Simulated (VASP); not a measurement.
# NaF in VASP: a series of runs, part 2 of 3

VASP 6.6.1. The steps go on from the part before.

**3. Single point, PBE (strain -0.5%)**

Contents of INCAR:

```
SYSTEM = NaF
PREC = Accurate
ENCUT = 520
EDIFF = 1E-6
ISMEAR = -1
SIGMA = 0.02
LREAL = .FALSE.
LASPH = .TRUE.
NELM = 60
ALGO = Normal
ISIF = 2
LWAVE = .FALSE.
LCHARG = .TRUE.
GGA = PE
LELF = .TRUE.
LVHAR = .TRUE.
NBANDS = 14
```

Contents of KPOINTS:

```
Automatic mesh
0
G
  10 10 10
  0 0 0
```

Contents of POSCAR:

```
NaF
1.0
    0.0000000000      2.2856822396      2.2856822396
    2.2856822396      0.0000000000      2.2856822396
    2.2856822396      2.2856822396      0.0000000000
Na F
1 1
Direct
    0.0000000000      0.0000000000      0.0000000000
    0.5000000000      0.5000000000      0.5000000000
```

Potentials or basis: VASP PAW PBE potentials, release 64 (Na_pv, F).

Command:

```sh
$ cat potpaw_PBE.64/Na_pv/POTCAR potpaw_PBE.64/F/POTCAR > POTCAR
$ mpirun -np 1 vasp_std > vasp.out
```

OUTCAR:

```text
SYSTEM = NaF
   PREC = Accurate
   ENCUT = 520
   EDIFF = 1E-6
   ISMEAR = -1
   LREAL = .FALSE.
   LASPH = .TRUE.
   NELM = 60
   ISIF = 2
   GGA = PE

 ion  position               nearest neighbor table
   1  0.000  0.000  0.000-   2 2.29   2 2.29   2 2.29   2 2.29   2 2.29   2 2.29
   2  0.500  0.500  0.500-   1 2.29   1 2.29   1 2.29   1 2.29   1 2.29   1 2.29

  LATTYP: Found a face centered cubic cell.
 ALAT       =     4.5713644792

  Lattice vectors:

 A1 = (   0.0000000000,   2.2856822396,   2.2856822396)
 A2 = (   2.2856822396,   0.0000000000,   2.2856822396)
 A3 = (   2.2856822396,   2.2856822396,   0.0000000000)

Analysis of symmetry for initial positions (statically):
=====================================================================
 Subroutine PRICEL returns:
 Original cell was already a primitive cell.

 Routine SETGRP: Setting up the symmetry group for a
 face centered cubic supercell.

 Subroutine GETGRP returns: Found 48 space group operations
 (whereof 48 operations were pure point group operations)
 out of a pool of 48 trial point group operations.

The static configuration has the point symmetry O_h .

Analysis of symmetry for dynamics (positions and initial velocities):
=====================================================================
 Subroutine PRICEL returns:
 Original cell was already a primitive cell.

 Routine SETGRP: Setting up the symmetry group for a
 face centered cubic supercell.

 Subroutine GETGRP returns: Found 48 space group operations
 (whereof 48 operations were pure point group operations)
 out of a pool of 48 trial point group operations.

The dynamic configuration has the point symmetry O_h .

 Subroutine INISYM returns: Found 48 space group operations
 (whereof 48 operations are pure point group operations),
 and found     1 'primitive' translations

----------------------------------------------------------------------------------------

                                     Primitive cell

  volume of cell :      23.8824

  direct lattice vectors                    reciprocal lattice vectors
     0.000000000  2.285682240  2.285682240    -0.218753067  0.218753067  0.218753067
     2.285682240  0.000000000  2.285682240     0.218753067 -0.218753067  0.218753067
     2.285682240  2.285682240  0.000000000     0.218753067  0.218753067 -0.218753067

  length of vectors
     3.232442823  3.232442823  3.232442823     0.378891426  0.378891426  0.378891426

  position of ions in fractional coordinates (direct lattice)
     0.000000000  0.000000000  0.000000000
     0.500000000  0.500000000  0.500000000

  ion indices of the primitive-cell ions
   primitive index   ion index
                 1           1
                 2           2

----------------------------------------------------------------------------------------

 KPOINTS: Automatic mesh

Automatic generation of k-mesh.
 Grid dimensions read from file:
 generate k-points for:   10   10   10

 Generating k-lattice:

  Cartesian coordinates                     Fractional coordinates (reciprocal lattice)
    -0.021875307  0.021875307  0.021875307     0.100000000  0.000000000  0.000000000
     0.021875307 -0.021875307  0.021875307     0.000000000  0.100000000  0.000000000
     0.021875307  0.021875307 -0.021875307     0.000000000  0.000000000  0.100000000

  Length of vectors
     0.037889143  0.037889143  0.037889143

  Shift w.r.t. Gamma in fractional coordinates (k-lattice)
     0.000000000  0.000000000  0.000000000

 Subroutine IBZKPT returns following result:
 ===========================================

 Found     47 irreducible k-points:

 Following reciprocal coordinates:
            Coordinates               Weight
  0.000000  0.000000  0.000000      1.000000
  0.100000  0.000000  0.000000      8.000000
  0.200000  0.000000  0.000000      8.000000
  0.300000  0.000000  0.000000      8.000000
  0.400000  0.000000  0.000000      8.000000
  0.500000  0.000000  0.000000      4.000000
[... 16 lines left out ...]
  0.300000  0.300000  0.000000      6.000000
  0.400000  0.300000  0.000000     24.000000
 [... further k-points ...]
   k-points           NKPTS =     47   k-points in BZ     NKDIM =     47   number of bands    NBANDS=     14
   number of dos      NEDOS =    301   number of ions     NIONS =      2
   total plane-waves  NPLWV =  13824
   dimension x,y,z NGX =    24 NGY =   24 NGZ =   24
   dimension x,y,z NGXF=    48 NGYF=   48 NGZF=   48
   ions per type =               1   1
   NGX,Y,Z   is equivalent  to a cutoff of  12.34, 12.34, 12.34 a.u.
   NGXF,Y,Z  is equivalent  to a cutoff of  24.69, 24.69, 24.69 a.u.
 SYSTEM =  NaF
   PREC   = accura    normal or accurate (medium, high low for compatibility)
   ISTART =      0    job   : 0-new  1-cont  2-samecut
   ICHARG =      2    charge: 1-file 2-atom 10-const
   ISPIN  =      1    spin polarized calculation?
   LNONCOLLINEAR =      F non collinear calculations
   LSORBIT =      F    spin-orbit coupling
   LASPH  =      T    aspherical Exc in radial PAW
   ENCUT  =  520.0 eV  38.22 Ry    6.18 a.u.   6.01  6.01  6.01*2*pi/ulx,y,z
   NELM   =     60;   NELMIN=  2; NELMDL= -5     # of ELM steps
   EDIFF  = 0.1E-05   stopping-criterion for ELM
   LREAL  =      F    real-space projection
   EDIFFG = 0.1E-04   stopping-criterion for IOM
   NSW    =      0    number of steps for IOM
   IBRION =     -1    ionic relax: 0-MD 1-quasi-New 2-CG
   NFREE  =      0    steps in history (QN), initial steepest desc. (CG)
   ISIF   =      2    stress and relaxation
   ISYM   =      2    0-nonsym 1-usesym 2-fastsym
   POTIM  = 0.5000    time-step for ionic-motion
   TEBEG  =    0.0;   TEEND  =   0.0 temperature during run
   PSTRESS=    0.0 pullay stress
   NELECT =      14.0000    total number of electrons
   NUPDOWN=      -1.0000    fix difference up-down
   EMIN   =  10.00;   EMAX   =-10.00  energy-range for DOS
   EFERMI =   0.00;   METHOD = LEGACY
   ISMEAR =    -1;   SIGMA  =   0.02  broadening in eV -4-tet -1-fermi 0-gaus
   EFERMI_NEDOS =   21; number of points for ismear=-14 and -15
   IALGO  =     38    algorithm
   IMIX   =      4    mixing-type and parameters
     AMIX     =   0.40;   BMIX     =  1.00
     AMIX_MAG =   1.60;   BMIX_MAG =  1.00
  volume/ion in A,a.u.               =      11.94        80.58
  Fermi-wavevector in a.u.,A,eV,Ry     =   1.370119  2.589150 25.541215  1.877226
  Thomas-Fermi vector in A             =   2.495934
   LORBIT       =      0    0 simple, 1 ext, 2 COOP (PROOUT), +10 PAW based schemes
   GGA     = PE    functional components
   LHFCALC =     F    Hartree Fock is set to
   AEXX    =    0.0000 exact exchange contribution
   IVDW    =     0    specifies the selected vdW correction
   LEPSILON=     F    determine dielectric tensor
   LRPA    =     F    only Hartree local field effects (RPA)
 non-spin polarized calculation
  energy-cutoff  :      520.00
  volume of cell :       23.88
 maximum number of plane-waves:       656
   NGX = 13   NGY = 13   NGZ = 13

 number of electron      13.9999998 magnetization

 Free energy of the ion-electron system (eV)
  ---------------------------------------------------
  ext. energy  EPLUGINS =         0.00000000
  ---------------------------------------------------
  free energy    TOTEN  =        -8.53993722 eV

  energy without entropy =       -8.53993721  energy(sigma->0) =       -8.53993722

 E-fermi :  -1.5166     XC(G=0):  -9.3519

 val. band max:       -1.9005046238   @ k =   0.0000   0.0000   0.0000
 cond. band min:       4.6248663529   @ k =   0.0000   0.0000   0.0000
 fundamental gap:      6.5253709767
 Fermi energy:        -1.5165747333

 k-point     1 :       0.0000    0.0000    0.0000
  band No.  band energies     occupation
      1     -21.1456      2.00000
      2     -20.7276      2.00000
      3     -20.7276      2.00000
      4     -20.7276      2.00000
      5      -1.9005      2.00000
      6      -1.9005      2.00000
      7      -1.9005      2.00000
      8       4.6249      0.00000
      9      17.3686      0.00000
     10      17.3686      0.00000
     11      17.3687      0.00000
     12      20.3158      0.00000
     13      22.5399      0.00000
     14      22.5399      0.00000
[... 375 lines left out ...]
 k-point    24 :       0.4000    0.3000    0.0000
  band No.  band energies     occupation
      1     -21.3517      2.00000
      2     -20.7825      2.00000
      3     -20.7732      2.00000
      4     -20.3865      2.00000
      5      -3.1367      2.00000
      6      -2.3033      2.00000
      7      -2.2442      2.00000
      8       8.9918      0.00000
      9      12.1248      0.00000
     10      15.2690      0.00000
     11      18.1934      0.00000
     12      18.2432      0.00000
     13      24.1640      0.00000
     14      25.2550      0.00000

 [... further k-points ...]
[... 5 lines left out ...]
  --------------------------------------------------------------------------------------
  -------------------------------------------------------------------------------------
  Total        0.6647704      0.6647704      0.6647704      0.0000000     -0.0000000      0.0000000
  in kB       44.5969046     44.5969046     44.5969046      0.0000000     -0.0000000      0.0000000
  external PRESSURE =      44.5969046 kB  Pullay stress =       0.0000000 kB

 VOLUME and BASIS-vectors are now :
 -----------------------------------------------------------------------------
  energy-cutoff  :      520.00
  volume of cell :       23.88
      direct lattice vectors                 reciprocal lattice vectors
     0.000000000  2.285682240  2.285682240    -0.218753067  0.218753067  0.218753067
     2.285682240  0.000000000  2.285682240     0.218753067 -0.218753067  0.218753067
     2.285682240  2.285682240  0.000000000     0.218753067  0.218753067 -0.218753067

 POSITION                                       TOTAL-FORCE (eV/Angst)
 -----------------------------------------------------------------------------------
      0.00000      0.00000      0.00000         0.000000      0.000000      0.000000
      2.28568      2.28568      2.28568         0.000000      0.000000      0.000000
 -----------------------------------------------------------------------------------
    total drift:                                0.000000     -0.000000      0.000000

  FREE ENERGIE OF THE ION-ELECTRON SYSTEM (eV)
  ---------------------------------------------------
  free  energy   TOTEN  =        -8.5399372150 eV

  energy  without entropy=       -8.5399372150  energy(sigma->0) =       -8.53993722
```

Run time: 18 s. Hardware: 1 thread of Intel Xeon Platinum 8259CL at 2.50GHz (Skylake/Cascade Lake), shared host; peak memory 0.13 GiB.

What came out:

```yaml
Free_energy: -8.5399 eV
Pressure: 4.5 GPa
Band_gap_on_the_k_mesh: 6.53 eV, direct
```

Levels at points of the mesh, in eV from the valence-band top:
```
           k point  band 5  band 6  band 7  band 8  band 9  band 10
(0.00, 0.00, 0.00)    0.00    0.00    0.00    6.53   19.27    19.27
(0.50, 0.00, 0.00)   -1.68   -0.28   -0.28   11.04   12.82    20.56
(0.50, 0.50, 0.00)   -1.34   -0.42   -0.42   13.44   13.50    14.02
```

Caveat: the cell differs from its parent crystal (strain -0.5%).

**4. Single point, r2SCAN (strain -0.5%)**

POSCAR is that of step 3.

Contents of INCAR.step1:

```
SYSTEM = NaF
PREC     = Accurate       ! precision mode
ENCUT    = 520            ! plane-wave cutoff, eV
ISMEAR   = 0              ! smearing method
SIGMA    = 0.01           ! smearing width, eV
LREAL    = .False.        ! projectors in reciprocal space
LASPH    = .True.         ! aspherical terms in the spheres
NELM     = 100            ! most SCF steps
NBANDS   = 14             ! bands
GGA      = PE             ! functional
ALGO     = Normal         ! electronic algorithm
EDIFF    = 1E-4           ! SCF threshold, eV
LWAVE    = .True.         ! write WAVECAR
LCHARG   = .False.        ! write CHGCAR
```

Contents of INCAR.step2:

```
SYSTEM = NaF
PREC     = Accurate       ! precision mode
ENCUT    = 520            ! plane-wave cutoff, eV
EDIFF    = 1E-6           ! SCF threshold, eV
ISMEAR   = 0              ! smearing method
SIGMA    = 0.01           ! smearing width, eV
LREAL    = .False.        ! projectors in reciprocal space
LASPH    = .True.         ! aspherical terms in the spheres
NELM     = 100            ! most SCF steps
ALGO     = Normal         ! electronic algorithm
ISIF     = 2              ! what is computed and relaxed
LWAVE    = .False.        ! write WAVECAR
LCHARG   = .False.        ! write CHGCAR
METAGGA  = R2SCAN         ! meta-GGA
LMIXTAU  = .True.       
NBANDS   = 14             ! bands
ISTART   = 1
```

Contents of KPOINTS:

```
regular mesh
0
Gamma
  10 10 10
  0 0 0
```

Command:

```sh
$ cat potpaw_PBE.64/Na_pv/POTCAR potpaw_PBE.64/F/POTCAR > POTCAR
$ cp INCAR.step1 INCAR
$ mpirun -np 1 vasp_std > vasp.out
$ cp INCAR.step2 INCAR
$ mpirun -np 1 vasp_std > vasp.out
```

Wall time 57 s (1 thread of Intel Xeon Platinum 8259CL at 2.50GHz (Skylake/Cascade Lake), shared host); peak memory 0.13 GiB.

The run converged. Its results:

- Free energy: -12.6037 eV
- Pressure: 0.0 GPa
- Band gap on the k mesh: 7.41 eV, direct

Levels at points of the mesh, in eV from the valence-band top:
```csv
k point,band 4,band 5,band 6,band 7,band 8,band 9,band 10,band 11
"(0.00, 0.00, 0.00)",-19.38,0.00,0.00,0.00,7.41,20.08,20.08,20.08
"(0.50, 0.00, 0.00)",-18.85,-1.64,-0.29,-0.29,11.90,13.78,21.87,21.88
"(0.50, 0.50, 0.00)",-19.43,-1.32,-0.42,-0.42,14.06,14.42,15.27,21.67
```

Caveat: the cell differs from its parent crystal (strain -0.5%); the PAW data sets were made with another functional, which shifts forces and pressure a little. A k mesh can miss the band edges.

(Part 2 of 3 ends here.)
